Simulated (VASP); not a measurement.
Wanted: the native input for a VASP 6.6.1 run.

```yaml
Task: relaxation of volume and atoms at fixed shape
Functional: LDA
Potentials_or_basis: VASP PAW LDA potentials, release 64 (Al)
Cutoff: 600 eV
k_mesh: 10 × 10 × 10
Occupations: gaussian, width 0.1 eV
Spin: no spin polarisation
Dipole_correction: no
Further_INCAR_settings: ALGO = Normal; EDIFF = 1e-06; IBRION = 2; EDIFFG = -0.01; NSW = 80; ISIF = 8
```

The structure of Al lies in POSCAR:

```
Al
1.0
    0.0000000000      2.0248100000      2.0248100000
    2.0248100000      0.0000000000      2.0248100000
    2.0248100000      2.0248100000      0.0000000000
Al
1
Direct
    0.0000000000      0.0000000000      0.0000000000
```

These files were run (other wordings do the same):

INCAR

```
SYSTEM = Al
PREC = Accurate
ENCUT = 600
EDIFF = 1E-6
ISMEAR = 0
SIGMA = 0.1
LREAL = .FALSE.
LASPH = .TRUE.
NELM = 80
ALGO = Normal
ISIF = 8
LWAVE = .FALSE.
LCHARG = .FALSE.
IBRION = 2
NSW = 80
EDIFFG = -0.01
```

KPOINTS

```
regular mesh
0
G
  10 10 10
  0 0 0
```

Potentials or basis: VASP PAW LDA potentials, release 64 (Al).

Command:

```sh
$ cat potpaw_LDA.64/Al/POTCAR > POTCAR
$ mpirun -np 1 vasp_std > vasp.out
```

Results of the run:

| Property | Result |
| --- | --- |
| Relaxed volume | 15.74 Å³/atom |
| Relaxed cell | a = 2.813 Å, b = 2.813 Å, c = 2.813 Å, α = 60.00°, β = 60.00°, γ = 60.00° |
| Space group after relaxing (to 0.05 Å) | Fm-3m (No. 225) |
| Energy gained by relaxing | 9.8 meV/atom |
| Ionic steps | 2 |
| Pressure after relaxing | 0.1 GPa |

Run time: 2.6 s on 1 thread of Intel(R) Xeon(R) Platinum 8488C (Sapphire Rapids) (shared host), peak memory 0.12 GiB.
